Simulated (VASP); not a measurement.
Input of a VASP 6.6.1 run:

INCAR

```
ALGO     = Normal         # electronic algorithm
EDIFF    = 1E-6           # SCF threshold, eV
ENCUT    = 600            # plane-wave cutoff, eV
GGA      = PE             # functional
GGA_COMPAT= F            
ISIF     = 2              # what is computed and relaxed
ISMEAR   = 0              # smearing method
LASPH    = T              # aspherical terms in the spheres
LCHARG   = F              # write CHGCAR
LREAL    = F              # projectors in reciprocal space
LWAVE    = F              # write WAVECAR
NBANDS   = 11             # bands
NELM     = 120            # most SCF steps
PREC     = Accurate       # precision mode
SIGMA    = 0.01           # smearing width, eV
```

The input KPOINTS:

```
k-points
0
Gamma
  6 6 6
```

File POSCAR:

```
AlN
1.0
    0.0000000000      2.0289627876      2.0111917083
    2.0289627876      0.0000000000      2.0111917083
    2.0289627876      2.0289627876      0.0000000000
Al N
1 1
Direct
    0.0000000000      0.0000000000      0.0000000000
    0.5000000000      0.5000000000      0.5000000000
```

Potentials or basis: VASP PAW PBE potentials, release 64 (Al, N).

Command:

```bash
$ cat potpaw_PBE.64/Al/POTCAR potpaw_PBE.64/N/POTCAR > POTCAR
$ mpirun -np 1 vasp_std > vasp.out
```

Task: Predict the pressure.

Result: 4.3 GPa.

Task: Estimate the band gap on the k mesh.

Result: 4.51 eV, indirect (least direct gap 5.63 eV).

Stress tensor (GPa, compression positive):
```
3.47 0.00 0.00
0.00 3.47 0.00
0.00 0.00 6.00
```

Caveat: the k points lie up to 0.45 Å⁻¹ apart; the cell differs from its parent crystal (epitaxial xy strain +0.5%). A k mesh can miss the band edges.
